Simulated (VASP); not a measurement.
Write the native input for VASP 6.6.1 that does the following.

```yaml
Task: electric field gradients
Functional: PBE
Potentials_or_basis: VASP PAW PBE potentials, release 64 (Pt)
Cutoff: 520 eV
k_mesh: 18 × 18 × 18
Occupations: fermi-dirac, width 0.03 eV
Spin: no spin polarisation
Dipole_correction: no
Further_INCAR_settings: ALGO = Normal; EDIFF = 1e-08; NBANDS = 11
```

The structure of Pt lies in POSCAR:

```
Pt
1.0
    0.0000000000      1.9962999450      1.9962999450
    1.9962999450      0.0000000000      1.9962999450
    1.9962999450      1.9962999450      0.0000000000
Pt
1
Direct
    0.0000000000      0.0000000000      0.0000000000
```

This cell differs from its parent crystal: volume scaled by 1.06.

These files were run (other wordings do the same):

INCAR

```
SYSTEM = Pt
ALGO     = Normal         ! electronic algorithm
EDIFF    = 1E-8           ! SCF threshold, eV
ENCUT    = 520            ! plane-wave cutoff, eV
GGA      = PE             ! functional
ISIF     = 2              ! what is computed and relaxed
ISMEAR   = -1             ! smearing method
LASPH    = .True.         ! aspherical terms in the spheres
LCHARG   = .False.        ! write CHGCAR
LEFG     = .True.       
LREAL    = .False.        ! projectors in reciprocal space
LWAVE    = .False.        ! write WAVECAR
NBANDS   = 11             ! bands
NELM     = 80             ! most SCF steps
PREC     = Accurate       ! precision mode
SIGMA    = 0.03           ! smearing width, eV
```

KPOINTS

```
k-points
0
Gamma
  18 18 18
  0 0 0
```

Potentials or basis: VASP PAW PBE potentials, release 64 (Pt).

Command:

```sh
$ cat potpaw_PBE.64/Pt/POTCAR > POTCAR
$ mpirun -np 1 vasp_std > vasp.out
```

It gave:

| Property | Result |
| --- | --- |
| Pressure | -4.5 GPa |
| Band gap on the k mesh | zero (band 5 reaches 10.70 eV, above the bottom of band 6 at 8.67 eV) |

Caveat: without QUAD_EFG the Cq values of the log hold for a quadrupole moment of 1 mb, not for the nuclei; spin-orbit coupling is left out, which moves the levels of the heavy elements.

It took 39 s on 1 thread of AMD EPYC 9R45 (Zen 5), on a shared host, peak memory 0.13 GiB.
